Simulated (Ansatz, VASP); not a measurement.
Two plane-wave programs on SrO

POSCAR

```
SrO
1.0
    2.6061179546      2.6061179546      0.0000000000
   -2.6061179546      2.6061179546      0.0000000000
    0.0000000000      2.6061179546      2.5667486589
Sr O
1 1
Direct
    0.5000000000      0.5000000000      0.0000000000
    0.0000000000      0.0000000000      0.0000000000
```

INCAR.step1

```
  ALGO = Normal
  EDIFF = 1E-4
  ENCUT = 520
  GGA = PE
  ISMEAR = 0
  LASPH = T
  LCHARG = F
  LREAL = F
  LWAVE = T
  NBANDS = 15
  NELM = 100
  PREC = Accurate
  SIGMA = 0.01
```

The input INCAR.step2:

```
  ALGO = Normal
  EDIFF = 1E-6
  ENCUT = 520
  ISIF = 2
  ISMEAR = 0
  ISTART = 1
  LASPH = T
  LCHARG = T
  LELF = T
  LMIXTAU = T
  LREAL = F
  LVHAR = T
  LWAVE = F
  METAGGA = R2SCAN
  NBANDS = 15
  NELM = 100
  PREC = Accurate
  SIGMA = 0.01
```

The input KPOINTS:

```
k-points
0
Gamma
  8 8 8
```

Input for Ansatz:

```yaml
crystal:
  lattice:
    - [2.60611795461, 2.60611795461, 0.0]
    - [-2.60611795461, 2.60611795461, 0.0]
    - [0.0, 2.60611795461, 2.56674865887]
  atoms:
    - { symbol: Sr, position: [0.5, 0.5, 0.0] }
    - { symbol: O, position: [0.0, 0.0, 0.0] }
kpoints:
  mp_grid: { grid: [8, 8, 8] }
scf:
  occupations: { method: fixed }
  convergence: { dr2_threshold: 1.0e-10 }
hamiltonian:
  xc: r2scan
  pseudopotentials: { kind: paw }
output:
  forces: true
  stress: true
  eigenstates:
    kpoints:
      - [0.0, 0.0, 0.0]
      - [-0.5, 0.5, 0.0]
      - [-0.5, -0.5, -0.5]
      - [0.0, 0.0, -0.5]
      - [0.0, -0.5, -0.5]
      - [0.0, 0.5, 0.0]
      - [-0.5, 0.0, 0.0]
      - [-0.5, 0.0, -0.5]
  eigenvalues: true
```

Change from the starting cell: film at in-plane strain +0.01.

Alike in both runs: task single point; functional r2SCAN; k mesh 8 × 8 × 8; no spin polarisation.

|  | VASP | Ansatz |
| --- | --- | --- |
| version | VASP 6.6.1 | Ansatz 0.2.0 |
| potentials or method | VASP PAW PBE potentials, release 64 (Sr_sv, O) | PAW with Ansatz's default frozen-core files, scalar-relativistic |
| plane-wave cutoff (eV) | 520 | 500 |
| occupations | gaussian, width 0.01 eV | fixed |
| valence electrons in the cell | 16 | 16 |

```tsv
	VASP	Ansatz	Ansatz less VASP
gap on the k mesh at the Fermi level (eV)	3.68	3.73	+0.051
pressure (GPa)	-0.8	-1.3	-0.49
traceless stress, the component that is largest in VASP (GPa)	1.35	1.28	-0.068
```

VASP's potentials were made for PBE, not for r2SCAN.
